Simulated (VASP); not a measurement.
Input of a VASP 6.6.1 run:

INCAR

```
SYSTEM = Nb2SiO3
  ALGO = Normal
  EDIFF = 1E-6
  ENCUT = 600
  GGA = PE
  GGA_COMPAT = .FALSE.
  ISIF = 2
  ISMEAR = 0
  LASPH = .TRUE.
  LCHARG = .TRUE.
  LELF = .TRUE.
  LREAL = .FALSE.
  LVHAR = .TRUE.
  LWAVE = .FALSE.
  NBANDS = 33
  NELM = 120
  PREC = Accurate
  SIGMA = 0.15
```

KPOINTS

```
k-points
0
G
  3 3 3
  0 0 0
```

POSCAR

```
Nb2SiO3
1.0
    4.9799518605      0.0000000000      0.0000000000
    0.0000000000      3.8966920048      0.0000000000
    0.0000000000      0.0000000000      6.0612193462
Nb Si O
2 1 3
Direct
    0.0000000000      0.5000000000      0.0000000000
    0.0000000000      0.5000000000      0.5000000000
    0.5000000000      0.5000000000      0.0000000000
    0.0000000000      0.0000000000      0.6268447265
    0.0000000000      0.0000000000      0.3731552735
    0.0000000000      0.0000000000      0.0000000000
```

Potentials or basis: VASP PAW PBE potentials, release 64 (Nb_sv, Si, O).

Command:

```console
$ cat potpaw_PBE.64/Nb_sv/POTCAR potpaw_PBE.64/Si/POTCAR potpaw_PBE.64/O/POTCAR > POTCAR
$ mpirun -np 1 vasp_std > vasp.out
```

(1) What does it give for the largest force?

(2) What does it give for the band gap on the k mesh?

(3) Predict the pressure.

## Answers

(1) 0.191 eV/Å.

(2) zero (bands 24 and 25 overlap by 0.33 eV).

(3) 0.3 GPa.

Caveat: the k points lie up to 0.54 Å⁻¹ apart.
